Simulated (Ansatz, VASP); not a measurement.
# Li2SbMo3 in VASP and in Ansatz

```xyz
6
Lattice="4.8075 0.0000 0.0000 -2.4038 4.1634 0.0000 0.0000 0.0000 10.9828" Properties=species:S:1:pos:R:3 pbc="T T T"
Li    0.0000    0.0000    2.7584
Li    0.0000    0.0000    8.2244
Sb    0.0000    0.0000    5.4914
Mo   -1.1865    3.4607    0.0000
Mo    0.0000    1.4055    0.0000
Mo    1.1865    3.4607    0.0000
```

Alike in both runs: functional PBE; k mesh 12 × 12 × 4; occupations gaussian, width 0.1 eV; no spin polarisation.

Ansatz relaxed the structure, and its values are those at the end. VASP's run is a single point on that final structure, the one shown.

|  | VASP | Ansatz |
| --- | --- | --- |
| version | VASP 6.6.1 | Ansatz 0.2.0 |
| potentials or method | VASP PAW PBE potentials, release 64 (Li_sv, Sb, Mo_sv), cutoff 520 eV | scalar-relativistic, plane waves, PAW |
| valence electrons in the cell | 53 | 63 |

```csv
,VASP,Ansatz,Ansatz less VASP
gap on the k mesh at the Fermi level (eV),none,none,-
rms of the force components (eV/Å),0.028,0.001,-0.0266
```

A gap of «none» marks a metal or a gap that the smearing closes. VASP's potentials hold 53 valence electrons a cell and Ansatz's 63, so a difference there can come from the potentials and not from the codes. Ansatz's warnings: stress scf threshold loose.

Spin-orbit coupling is off throughout. Noted on VASP's run: the cutoff is under 1.25 times that of the potentials, so the pressure is a little rough.
